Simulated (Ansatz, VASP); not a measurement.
## One calculation of Si5Te, two programs

```xyz
6
Lattice="0.0000 3.7296 3.7296 3.7296 0.0000 3.7296 3.7296 3.7296 0.0000" Properties=species:S:1:pos:R:3 pbc="T T T"
Si    5.5945    5.5945    5.5945
Si    4.6671    4.6671    2.7922
Si    4.6671    2.7922    4.6671
Si    2.7922    2.7922    2.7922
Si    2.7922    4.6671    4.6671
Te    0.0000    0.0000    0.0000
```

Change from the starting cell: species swapped into the ZrNi5 type (F-43m, No. 216).

Alike in both runs: task relaxation of cell and atoms; functional PBE; k mesh 10 × 10 × 10; occupations gaussian, width 0.1 eV; no spin polarisation.

|  | VASP | Ansatz |
| --- | --- | --- |
| version | VASP 6.6.1 | Ansatz 0.2.0 |
| potentials or method | VASP PAW PBE potentials, release 64 (Si, Te), cutoff 500 eV | scalar-relativistic, plane waves, PAW |
| valence electrons in the cell | 26 | 36 |

```tsv
	VASP	Ansatz	Ansatz less VASP
gap on the k mesh at the Fermi level, each at its own relaxed structure (eV)	none	none	-
relaxed volume (Å³/atom)	17.50	17.51	+0.011
relaxed cell length with the largest relative difference (Å)	5.295	5.296	+0.0011
```

A gap of «none» marks a metal or a gap that the smearing closes. VASP's potentials hold 26 valence electrons a cell and Ansatz's 36, so a difference there can come from the potentials and not from the codes.

Spin-orbit coupling is off throughout.
